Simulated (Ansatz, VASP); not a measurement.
# AlNi: VASP beside Ansatz

```xyz
2
Lattice="2.1694 -2.1693 0.0000 2.1694 2.1693 0.0000 0.0000 0.0000 2.8689" Properties=species:S:1:pos:R:3 pbc="T T T"
Al    0.0000    0.0000    0.0000
Ni    2.1694    0.0000    1.4344
```

Change from the starting cell: normal strain along x +0.0733, normal strain along y +0.0733.

Alike in both runs: task single point; functional PBEsol; k mesh 16 × 16 × 16; occupations gaussian, width 0.15 eV; no spin polarisation.

|  | VASP | Ansatz |
| --- | --- | --- |
| version | VASP 6.6.1 | Ansatz 0.2.0 |
| potentials or method | VASP PAW PBE potentials, release 64 (Al, Ni), cutoff 520 eV | scalar-relativistic, plane waves, PAW |
| valence electrons in the cell | 13 | 21 |

Ansatz gave:

- gap on the k mesh at the Fermi level (eV): none
- pressure (GPa): -17.8
- traceless stress, the component that is largest in VASP (GPa): 2.71

Q: Which values does VASP return?

A: gap on the k mesh at the Fermi level (eV): none; pressure (GPa): -17.7; traceless stress, the component that is largest in VASP (GPa): 2.78.

VASP's potentials were made for PBE, not for PBEsol, and Ansatz warns of the same on its side. A gap of «none» marks a metal or a gap that the smearing closes. VASP's potentials hold 13 valence electrons a cell and Ansatz's 21, so a difference there can come from the potentials and not from the codes. Ansatz's warnings: near symmetry operations not taken.
